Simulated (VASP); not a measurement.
CuO2: single point with PBE+U

Crystal: CuO2.

```
CELL_PARAMETERS angstrom
2.42129 0.00000 0.00000
0.00000 6.44595 0.00000
0.00000 0.00000 7.06704
ATOMIC_POSITIONS crystal
Cu 0.00000 0.50000 0.00000
O 0.00000 0.50000 0.41243
O 0.00000 0.50000 0.58757
```

```
Program             : VASP 6.6.1
Task                : single point
Functional          : PBE
Potentials or basis : VASP PAW PBE potentials, release 64 (Cu, O)
Cutoff              : 520 eV
k mesh              : 18 × 8 × 6
Occupations         : gaussian, width 0.05 eV
Spin                : collinear spin, ferromagnetic start
Starting moments    : [0.0, 1.0, 1.0] μB
Hubbard terms       : Cu d U = 4.0 eV
```

The pressure is 0.0 GPa and the largest force is 0.266 eV/Å. The band gap on the k mesh is zero (filled and empty bands overlap), the net moment is 1.02 μB per cell and the site moments are Cu -0.03; O +0.44 μB. The valence electrons inside the program's atomic spheres are Cu 9.91; O 4.89.

Forces in eV/Å, atoms in the order of the input:
```
Cu   0.000  0.000  0.000
O    0.000  0.000 -0.266
O    0.000  0.000  0.266
```

Stress tensor (GPa, compression positive):
```
-0.74  0.00  0.00
 0.00 -0.12  0.00
 0.00  0.00  0.83
```

Levels at points of the mesh, in eV from the Fermi level:
Spin up:
```tsv
k point	band 9	band 10	band 11	band 12	band 13	band 14	band 15	band 16
(0.00, 0.00, 0.00)	-1.43	-0.98	-0.98	-0.73	0.94	3.66	3.69	4.77
(0.50, 0.00, 0.00)	-1.42	-1.36	-0.96	-0.84	4.15	6.39	7.94	9.70
(0.00, 0.50, 0.00)	-1.43	-0.98	-0.98	-0.66	0.94	2.79	3.78	6.30
(0.50, 0.50, 0.00)	-1.42	-1.36	-0.96	-0.83	4.18	6.52	7.96	8.88
(0.00, 0.00, 0.50)	-1.63	-0.98	-0.98	-0.97	0.94	3.82	4.11	5.84
(0.50, 0.00, 0.50)	-1.39	-1.38	-1.00	-0.86	4.24	5.98	9.53	9.78
(0.00, 0.50, 0.50)	-1.63	-0.98	-0.98	-0.90	0.94	2.98	4.63	5.25
(0.50, 0.50, 0.50)	-1.39	-1.38	-1.00	-0.86	4.27	6.07	9.03	9.60
```
Spin down:
| k point | band 9 | band 10 | band 11 | band 12 | band 13 | band 14 |
| --- | --- | --- | --- | --- | --- | --- |
| (0.00, 0.00, 0.00) | -0.98 | -0.98 | -0.78 | 0.27 | 1.54 | 3.65 |
| (0.50, 0.00, 0.00) | -1.37 | -1.37 | -0.88 | 1.01 | 4.06 | 6.35 |
| (0.00, 0.50, 0.00) | -0.98 | -0.98 | -0.71 | 0.26 | 1.54 | 2.76 |
| (0.50, 0.50, 0.00) | -1.37 | -1.37 | -0.88 | 1.01 | 4.10 | 6.47 |
| (0.00, 0.00, 0.50) | -1.02 | -0.98 | -0.98 | 0.19 | 1.54 | 3.82 |
| (0.50, 0.00, 0.50) | -1.39 | -1.36 | -0.91 | 1.00 | 4.16 | 6.00 |
| (0.00, 0.50, 0.50) | -0.98 | -0.98 | -0.95 | 0.16 | 1.54 | 3.02 |
| (0.50, 0.50, 0.50) | -1.39 | -1.36 | -0.91 | 0.99 | 4.20 | 6.09 |

Eigenvalues of the final occupation matrices:
```tsv
site	spin	trace	eigenvalues
site 1 d	1	4.75	0.93 0.95 0.95 0.96 0.96
site 1 d	2	4.74	0.94 0.95 0.95 0.95 0.96
```

It took 4.3 min on 4 MPI ranks on Intel(R) Xeon(R) Platinum 8259CL CPU @ 2.50GHz (Skylake/Cascade Lake), on a shared host, peak memory 0.77 GiB a rank.

Caveat: the standard files for N, O and F lose accuracy on very short bonds; a cell with one magnetic atom can't hold antiferromagnetic order, which such compounds often take. The state reached can hang on the start; a lower one may exist.
